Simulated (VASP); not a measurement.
Si, 2 atoms in the cell. It takes space group Fd-3m (No. 227, cubic). The conventional cell has a = 5.366 Å, b = 5.366 Å, c = 5.366 Å, α = 90.00°, β = 90.00°, γ = 90.00°. Si (site symmetry -43m) has 4 Si at 2.32 Å within 3.1 Å. 

| Quantity | Value |
| --- | --- |
| Program | VASP 6.6.1 |
| Task | single point |
| Functional | LDA |
| Potentials or basis | VASP PAW LDA potentials, release 64 (Si) |
| Cutoff | 520 eV |
| k mesh | 8 × 8 × 8 |
| Occupations | gaussian, width 0.01 eV |
| Spin | no spin polarisation |
| Dipole correction | no |
| Further INCAR settings | ALGO = Normal; EDIFF = 1e-06; NBANDS = 11 |

Potentials or basis: VASP PAW LDA potentials, release 64 (Si).

The run is started by

```bash
$ cat potpaw_LDA.64/Si/POTCAR > POTCAR
$ mpirun -np 1 vasp_std > vasp.out
```

Hardware: 1 thread of Intel(R) Xeon(R) Platinum 8375C CPU @ 2.90GHz (Ice Lake), with other jobs on the host.

Task: Estimate the wall time of this run.

Result: Run time: 8.1 s on 1 thread of Intel(R) Xeon(R) Platinum 8375C CPU @ 2.90GHz (Ice Lake), with other jobs on the host, peak memory 0.13 GiB. Counts: scf iterations 11, k points 29.
